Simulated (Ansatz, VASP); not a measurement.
Two plane-wave programs on Ge

```
CELL_PARAMETERS angstrom
-2.57286 2.56161 1.41570
2.57286 -2.56161 1.41570
2.57286 2.56161 -1.41570
ATOMIC_POSITIONS crystal
Ge 0.12081 0.87081 0.25000
Ge 0.87919 0.12919 0.75000
```

Alike in both runs: functional r2SCAN; k mesh 12 × 12 × 12; no spin polarisation.

Ansatz relaxed the structure, and its values are those at the end. VASP's run is a single point on that final structure, the one shown.

```csv
,VASP,Ansatz
version,VASP 6.6.1,Ansatz 0.2.0
potentials or method,"VASP PAW PBE potentials, release 64 (Ge_d)","plane waves, PAW"
plane-wave cutoff (eV),520,500
occupations,"methfessel-paxton of order 1, width 0.1 eV",cold
valence electrons in the cell,28,28
```

|  | VASP | Ansatz | Ansatz less VASP |
| --- | --- | --- | --- |
| pressure (GPa) | -0.2 | 0.0 | +0.21 |

VASP's potentials were made for PBE, not for r2SCAN.
